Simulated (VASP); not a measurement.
Wanted: the native input for a VASP 6.6.1 run.

| Item | Value |
| --- | --- |
| Task | single point |
| Functional | PBE |
| Potentials or basis | VASP PAW PBE potentials, release 64 (Si, O) |
| Cutoff | 520 eV |
| k mesh | 6 × 6 × 10 |
| Occupations | gaussian, width 0.05 eV |
| Spin | no spin polarisation |
| Dipole correction | no |
| Further INCAR settings | ALGO = Normal; EDIFF = 1e-06; NBANDS = 25 |

The structure of SiO2 lies in POSCAR:

```
SiO2
1.0
    4.5412405768      0.0000000000      0.0000000000
    0.0000000000      4.5412405768      0.0000000000
    0.0000000000      0.0000000000      2.7147536168
Si O
2 4
Direct
    0.5000000000      0.5000000000      0.5000000000
    0.0000000000      0.0000000000      0.0000000000
    0.6930127928      0.6930127928      0.0000000000
    0.1930127928      0.8069872072      0.5000000000
    0.3069872072      0.3069872072      0.0000000000
    0.8069872072      0.1930127928      0.5000000000
```

These files were run (other wordings do the same):

INCAR

```
PREC = Accurate
ENCUT = 520
EDIFF = 1E-6
ISMEAR = 0
SIGMA = 0.05
LREAL = False
LASPH = True
NELM = 80
ALGO = Normal
ISIF = 2
LWAVE = False
LCHARG = False
GGA = PE
NBANDS = 25
```

KPOINTS

```
Automatic mesh
0
Gamma
  6 6 10
```

Potentials or basis: VASP PAW PBE potentials, release 64 (Si, O).

Run with:

```bash
$ cat potpaw_PBE.64/Si/POTCAR potpaw_PBE.64/O/POTCAR > POTCAR
$ mpirun -np 1 vasp_std > vasp.out
```

It gave:

| Quantity | Value |
| --- | --- |
| Pressure | -29.3 GPa |
| Largest force | 1.531 eV/Å |
| Band gap on the k mesh | 2.89 eV |

Caveat: the cell stands under tension; forces of over 1 eV/Å act on the atoms, so gaps and moduli don't describe the material at rest.

Wall time 85 s on 1 thread of Intel Xeon 8259CL, with other jobs on the host, peak memory 0.2 GiB.
